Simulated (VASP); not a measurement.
# KF (P6_3/mmc) in VASP: further runs

KF is run at these levels: PBE, r2SCAN; tasks: single point.

All numbers are computed with VASP 6.6.1; they aren't measurements. Logs are shortened: lines on timing, memory, paths and dates and some standing lists are left out, and cuts for length are marked.

**1. The cell of the first run**

The structure is hexagonal, space group P6_3/mmc (No. 194). Conventional cell: a = 4.485 Å, b = 4.485 Å, c = 5.271 Å, α = 90.00°, β = 90.00°, γ = 120.00°. K (site symmetry -6m2) has 5 F at 2.59 to 2.64 Å within 3.4 Å. Within 3.4 Å of F (site symmetry -6m2) lie 5 K at 2.59 to 2.64 Å.

**2. Single point, PBE**

Input file INCAR:

```
SYSTEM = KF
  PREC = Accurate
  ENCUT = 520
  EDIFF = 1E-6
  ISMEAR = 0
  SIGMA = 0.01
  LREAL = .False.
  LASPH = .True.
  NELM = 60
  ALGO = Normal
  ISIF = 2
  LWAVE = .False.
  LCHARG = .False.
  GGA = PE
  NBANDS = 24
```

Input file KPOINTS:

```
Automatic mesh
0
Gamma
  6 6 6
  0 0 0
```

Input file POSCAR:

```
KF
1.0
    4.4850021836      0.0000000000      0.0000000000
   -2.2425010918      3.8841258270      0.0000000000
    0.0000000000      0.0000000000      5.2712956472
K F
2 2
Direct
    0.3333333333      0.6666666667     -0.0625000000
    0.6666666667      0.3333333333      0.4375000000
    0.3333333333      0.6666666667      0.4375000000
    0.6666666667      0.3333333333      0.9375000000
```

Potentials or basis: VASP PAW PBE potentials, release 64 (K_sv, F).

On the command line:

```sh
$ cat potpaw_PBE.64/K_sv/POTCAR potpaw_PBE.64/F/POTCAR > POTCAR
$ mpirun -np 1 vasp_std > vasp.out
```

OUTCAR:

```text
SYSTEM = KF
   PREC = Accurate
   ENCUT = 520
   EDIFF = 1E-6
   ISMEAR = 0
   LREAL = .False.
   LASPH = .True.
   NELM = 60
   ISIF = 2
   GGA = PE

 ion  position               nearest neighbor table
   1  0.333  0.667  0.938-   4 2.59   4 2.59   4 2.59   3 2.64   3 2.64   2 3.69   2 3.69   2 3.69
                             2 3.69   2 3.69   2 3.69
   2  0.667  0.333  0.438-   3 2.59   3 2.59   3 2.59   4 2.64   4 2.64   1 3.69   1 3.69   1 3.69
                             1 3.69   1 3.69   1 3.69
   3  0.333  0.667  0.438-   2 2.59   2 2.59   2 2.59   1 2.64   1 2.64
   4  0.667  0.333  0.938-   1 2.59   1 2.59   1 2.59   2 2.64   2 2.64

  LATTYP: Found a hexagonal cell.
 ALAT       =     4.4850021836
 C/A-ratio  =     1.1753161830

  Lattice vectors:

 A1 = (   4.4850021836,   0.0000000000,   0.0000000000)
 A2 = (  -2.2425010918,   3.8841258270,   0.0000000000)
 A3 = (   0.0000000000,   0.0000000000,   5.2712956472)

Analysis of symmetry for initial positions (statically):
=====================================================================
 Subroutine PRICEL returns:
 Original cell was already a primitive cell.

 Routine SETGRP: Setting up the symmetry group for a
 hexagonal supercell.

 Subroutine GETGRP returns: Found 24 space group operations
 (whereof  6 operations were pure point group operations)
 out of a pool of 24 trial point group operations.

The static configuration has the point symmetry C_3v.
 The point group associated with its full space group is D_6h.

Analysis of symmetry for dynamics (positions and initial velocities):
=====================================================================
 Subroutine PRICEL returns:
 Original cell was already a primitive cell.

 Routine SETGRP: Setting up the symmetry group for a
 hexagonal supercell.

 Subroutine GETGRP returns: Found 24 space group operations
 (whereof  6 operations were pure point group operations)
 out of a pool of 24 trial point group operations.

The dynamic configuration has the point symmetry C_3v.
 The point group associated with its full space group is D_6h.

 Subroutine INISYM returns: Found 24 space group operations
 (whereof  6 operations are pure point group operations),
 and found     1 'primitive' translations

----------------------------------------------------------------------------------------

                                     Primitive cell

  volume of cell :      91.8276

  direct lattice vectors                    reciprocal lattice vectors
     4.485002184  0.000000000  0.000000000     0.222965332  0.128729094  0.000000000
[... 94 lines left out ...]
   IBRION =     -1    ionic relax: 0-MD 1-quasi-New 2-CG
   NFREE  =      0    steps in history (QN), initial steepest desc. (CG)
   ISIF   =      2    stress and relaxation
   ISYM   =      2    0-nonsym 1-usesym 2-fastsym
   POTIM  = 0.5000    time-step for ionic-motion
   TEBEG  =    0.0;   TEEND  =   0.0 temperature during run
   PSTRESS=    0.0 pullay stress
   NELECT =      32.0000    total number of electrons
   NUPDOWN=      -1.0000    fix difference up-down
   EMIN   =  10.00;   EMAX   =-10.00  energy-range for DOS
   EFERMI =   0.00;   METHOD = LEGACY
   ISMEAR =     0;   SIGMA  =   0.01  broadening in eV -4-tet -1-fermi 0-gaus
   EFERMI_NEDOS =   21; number of points for ismear=-14 and -15
   IALGO  =     38    algorithm
   IMIX   =      4    mixing-type and parameters
     AMIX     =   0.40;   BMIX     =  1.00
     AMIX_MAG =   1.60;   BMIX_MAG =  1.00
  volume/ion in A,a.u.               =      22.96       154.92
  Fermi-wavevector in a.u.,A,eV,Ry     =   1.152039  2.177037 18.057558  1.327193
  Thomas-Fermi vector in A             =   2.288692
   LORBIT       =      0    0 simple, 1 ext, 2 COOP (PROOUT), +10 PAW based schemes
   GGA     = PE    functional components
   LHFCALC =     F    Hartree Fock is set to
   AEXX    =    0.0000 exact exchange contribution
   IVDW    =     0    specifies the selected vdW correction
   LEPSILON=     F    determine dielectric tensor
   LRPA    =     F    only Hartree local field effects (RPA)
 non-spin polarized calculation
 Gauss-broadening in eV      SIGMA  =   0.01
  energy-cutoff  :      520.00
  volume of cell :       91.83
 maximum number of plane-waves:      2494
 NGX is ok and might be reduce to    36
   NGX = 17   NGY = 17   NGZ = 19

 number of electron      32.0000011 magnetization

 Free energy of the ion-electron system (eV)
  ---------------------------------------------------
  ext. energy  EPLUGINS =         0.00000000
  ---------------------------------------------------
  free energy    TOTEN  =       -16.43441278 eV

  energy without entropy =      -16.43441278  energy(sigma->0) =      -16.43441278

 E-fermi :  -3.2390     XC(G=0):  -7.4142

 val. band max:       -3.3265200664   @ k =   0.0000   0.0000   0.0000
 cond. band min:       2.0402522526   @ k =   0.0000   0.0000   0.0000
 fundamental gap:      5.3667723190
 Fermi energy:        -3.2390499590

 k-point     1 :       0.0000    0.0000    0.0000
  band No.  band energies     occupation
      1     -29.5180      2.00000
      2     -29.4040      2.00000
      3     -22.0155      2.00000
      4     -21.9928      2.00000
      5     -13.2905      2.00000
      6     -13.0712      2.00000
[... 637 lines left out ...]
     23       8.3448      0.00000
     24       8.3448      0.00000

 [... further k-points ...]

------------------------ aborting loop because EDIFF is reached ----------------------------------------

  FORCE on cell =-STRESS in cart. coord.  units (eV):
  Direction    XX          YY          ZZ          XY          YZ          ZX
  --------------------------------------------------------------------------------------
  -------------------------------------------------------------------------------------
  Total        0.6358802      0.6358802      0.9043870      0.0000000     -0.0000000      0.0000000
  in kB       11.0946227     11.0946227     15.7794390      0.0000000     -0.0000000      0.0000000
  external PRESSURE =      12.6562282 kB  Pullay stress =       0.0000000 kB

 VOLUME and BASIS-vectors are now :
 -----------------------------------------------------------------------------
  energy-cutoff  :      520.00
  volume of cell :       91.83
      direct lattice vectors                 reciprocal lattice vectors
     4.485002184  0.000000000  0.000000000     0.222965332  0.128729094  0.000000000
    -2.242501092  3.884125827  0.000000000     0.000000000  0.257458189  0.000000000
     0.000000000  0.000000000  5.271295647     0.000000000  0.000000000  0.189706681

 POSITION                                       TOTAL-FORCE (eV/Angst)
 -----------------------------------------------------------------------------------
     -0.00000      2.58942      4.94184         0.000000     -0.000000      0.000000
      2.24250      1.29471      2.30619        -0.000000     -0.000000      0.000000
     -0.00000      2.58942      2.30619         0.000000     -0.000000      0.000000
      2.24250      1.29471      4.94184        -0.000000      0.000000      0.000000
 -----------------------------------------------------------------------------------
    total drift:                               -0.000000      0.000000      0.000000

  FREE ENERGIE OF THE ION-ELECTRON SYSTEM (eV)
  ---------------------------------------------------
  free  energy   TOTEN  =       -16.4344127800 eV

  energy  without entropy=      -16.4344127800  energy(sigma->0) =      -16.43441278
```

stdout:

```text
POSCAR found type information on POSCAR K F
 POSCAR found :  2 types and       4 ions
 scaLAPACK will be used
 LDA part: xc-table for (Slater+PW92), standard interpolation
 POSCAR, INCAR and KPOINTS ok, starting setup
 FFT: planning ... GRIDC
 FFT: planning ... GRID_SOFT
 FFT: planning ... GRID
 WAVECAR not read
 entering main loop
```

It took 74 s on 1 thread of AMD EPYC 7R13, shared host; peak memory 0.2 GiB.

What came out:

| Item | Value |
| --- | --- |
| Free energy | -16.4344 eV |
| Pressure | 1.3 GPa |
| Band gap on the k mesh | 5.37 eV |

A k mesh can miss the band edges.

**3. Single point, r2SCAN**

POSCAR is that of step 2.

Input file INCAR.step1:

```
SYSTEM = KF
ALGO = Normal
EDIFF = 1E-4
ENCUT = 520
GGA = PE
ISMEAR = 0
LASPH = .TRUE.
LCHARG = .FALSE.
LREAL = .FALSE.
LWAVE = .TRUE.
NBANDS = 24
NELM = 60
PREC = Accurate
SIGMA = 0.01
```

Input file INCAR.step2:

```
SYSTEM = KF
ALGO = Normal
EDIFF = 1E-6
ENCUT = 520
ISIF = 2
ISMEAR = 0
ISTART = 1
LASPH = .TRUE.
LCHARG = .FALSE.
LMIXTAU = .TRUE.
LREAL = .FALSE.
LWAVE = .FALSE.
METAGGA = R2SCAN
NBANDS = 24
NELM = 60
PREC = Accurate
SIGMA = 0.01
```

Input file KPOINTS:

```
k-points
0
G
  6 6 6
  0 0 0
```

Potentials or basis: VASP PAW PBE potentials, release 64 (K_sv, F).

On the command line:

```sh
$ cat potpaw_PBE.64/K_sv/POTCAR potpaw_PBE.64/F/POTCAR > POTCAR
$ cp INCAR.step1 INCAR
$ mpirun -np 1 vasp_std > vasp.out
$ cp INCAR.step2 INCAR
$ mpirun -np 1 vasp_std > vasp.out
```

OUTCAR:

```text
SYSTEM = KF
   EDIFF = 1E-6
   ENCUT = 520
   ISIF = 2
   ISMEAR = 0
   ISTART = 1
   LASPH = .TRUE.
   LREAL = .FALSE.
   METAGGA = R2SCAN
   NELM = 60
   PREC = Accurate

 ion  position               nearest neighbor table
   1  0.333  0.667  0.938-   4 2.59   4 2.59   4 2.59   3 2.64   3 2.64   2 3.69   2 3.69   2 3.69
                             2 3.69   2 3.69   2 3.69
   2  0.667  0.333  0.438-   3 2.59   3 2.59   3 2.59   4 2.64   4 2.64   1 3.69   1 3.69   1 3.69
                             1 3.69   1 3.69   1 3.69
   3  0.333  0.667  0.438-   2 2.59   2 2.59   2 2.59   1 2.64   1 2.64
[... 854 lines left out ...]
  --------------------------------------------------------------------------------------
  -------------------------------------------------------------------------------------
  Total       -0.0056128     -0.0056128      0.0175424      0.0000000      0.0000000      0.0000000
  in kB       -0.0979301     -0.0979301      0.3060746      0.0000000      0.0000000      0.0000000
  external PRESSURE =       0.0367381 kB  Pullay stress =       0.0000000 kB

 VOLUME and BASIS-vectors are now :
 -----------------------------------------------------------------------------
  energy-cutoff  :      520.00
  volume of cell :       91.83
      direct lattice vectors                 reciprocal lattice vectors
     4.485002184  0.000000000  0.000000000     0.222965332  0.128729094  0.000000000
    -2.242501092  3.884125827  0.000000000     0.000000000  0.257458189  0.000000000
     0.000000000  0.000000000  5.271295647     0.000000000  0.000000000  0.189706681

 POSITION                                       TOTAL-FORCE (eV/Angst)
 -----------------------------------------------------------------------------------
     -0.00000      2.58942      4.94184         0.000000     -0.000000      0.000000
      2.24250      1.29471      2.30619        -0.000000      0.000000     -0.000000
     -0.00000      2.58942      2.30619        -0.000000      0.000000     -0.000000
      2.24250      1.29471      4.94184         0.000000     -0.000000     -0.000000
 -----------------------------------------------------------------------------------
    total drift:                               -0.000000      0.000000      0.000000

  FREE ENERGIE OF THE ION-ELECTRON SYSTEM (eV)
  ---------------------------------------------------
  free  energy   TOTEN  =       -29.7008829989 eV

  energy  without entropy=      -29.7008829989  energy(sigma->0) =      -29.70088300
```

OUTCAR.step1:

```text
SYSTEM = KF
   EDIFF = 1E-4
   ENCUT = 520
   GGA = PE
   ISMEAR = 0
   LASPH = .TRUE.
   LREAL = .FALSE.
   NELM = 60
[... 880 lines left out ...]
      2.24250      1.29471      2.30619         0.000000     -0.000000     -0.000000
     -0.00000      2.58942      2.30619         0.000000     -0.000000     -0.000000
      2.24250      1.29471      4.94184        -0.000000      0.000000     -0.000000
 -----------------------------------------------------------------------------------
    total drift:                               -0.000000      0.000000      0.000000

  FREE ENERGIE OF THE ION-ELECTRON SYSTEM (eV)
  ---------------------------------------------------
  free  energy   TOTEN  =       -16.4344315119 eV

  energy  without entropy=      -16.4344315119  energy(sigma->0) =      -16.43443151
```

OSZICAR.step1:

```text
N       E                     dE             d eps       ncg     rms          rms(c)
DAV:   1     0.262055138417E+03    0.26206E+03   -0.16081E+04  1344   0.124E+03
DAV:   2    -0.239087500512E+01   -0.26445E+03   -0.25148E+03  1784   0.358E+02
DAV:   3    -0.181268355317E+02   -0.15736E+02   -0.15640E+02  1928   0.766E+01
DAV:   4    -0.194267944342E+02   -0.13000E+01   -0.12991E+01  2192   0.131E+01
DAV:   5    -0.194347533564E+02   -0.79589E-02   -0.79589E-02  1840   0.130E+00    0.942E+00
DAV:   6    -0.165166266217E+02    0.29181E+01   -0.10209E+01  1592   0.194E+01    0.540E+00
DAV:   7    -0.164413154824E+02    0.75311E-01   -0.48468E-01  1816   0.372E+00    0.350E+00
DAV:   8    -0.164233209415E+02    0.17995E-01   -0.17907E-01  1560   0.338E+00    0.604E-01
DAV:   9    -0.164273407149E+02   -0.40198E-02   -0.32842E-02  1640   0.972E-01    0.208E-01
DAV:  10    -0.164345150654E+02   -0.71744E-02   -0.79672E-03  1400   0.580E-01    0.135E-01
DAV:  11    -0.164344315119E+02    0.83554E-04   -0.32461E-04  1568   0.119E-01
   1 F= -.16434432E+02 E0= -.16434432E+02  d E =-.583874E-56
```

Run time: 4.8 min. Hardware: 1 thread of AMD EPYC 7R13, shared host; peak memory 0.22 GiB.

What came out:

```yaml
Free_energy: -29.7009 eV
Pressure: 0.0 GPa
Band_gap_on_the_k_mesh: 5.95 eV
```

Caveat: the PAW data sets were made with another functional, which shifts forces and pressure a little.
